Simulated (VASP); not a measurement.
ZnCd3Se3S, 8 atoms in the cell. The structure is trigonal, space group R3m (No. 160). The conventional cell has a = 8.161 Å, b = 8.161 Å, c = 9.932 Å, α = 90.00°, β = 90.00°, γ = 120.00°. Within 3.0 Å of Zn (site symmetry 3m) lie 1 S at 2.29 Å and 3 Se at 2.39 Å. Within 3.3 Å of Cd (site symmetry m) lie 1 S at 2.48 Å and 3 Se at 2.56 to 2.57 Å. Se (site symmetry m) has 1 Zn at 2.39 Å and 3 Cd at 2.56 to 2.57 Å within 3.2 Å. Within 3.0 Å of S (site symmetry 3m) lie 1 Zn at 2.29 Å and 3 Cd at 2.48 Å.  This cell differs from its parent crystal: volume scaled by 0.88, then relaxed in part.

| Quantity | Value |
| --- | --- |
| Program | VASP 6.6.1 |
| Task | single point |
| Functional | PBE |
| Potentials or basis | VASP PAW PBE potentials, release 64 (Zn, Cd, Se, S) |
| Cutoff | 520 eV |
| k mesh | 6 × 6 × 6 |
| Occupations | gaussian, width 0.02 eV |
| Spin | no spin polarisation |
| Dipole correction | no |
| Further INCAR settings | ALGO = Normal; EDIFF = 1e-07; NBANDS = 46 |

Potentials or basis: VASP PAW PBE potentials, release 64 (Zn, Cd, Se, S).

Run with:

```console
$ cat potpaw_PBE.64/Zn/POTCAR potpaw_PBE.64/Cd/POTCAR potpaw_PBE.64/Se/POTCAR potpaw_PBE.64/S/POTCAR > POTCAR
$ mpirun -np 1 vasp_std > vasp.out
```

Hardware: 1 thread of Intel Xeon 6975P-C, with other jobs on the host.

Estimate the wall time of this run.

It took 5.6 min on 1 thread of Intel Xeon 6975P-C (shared host), peak memory 0.5 GiB. Counts: scf iterations 18, k points 32.
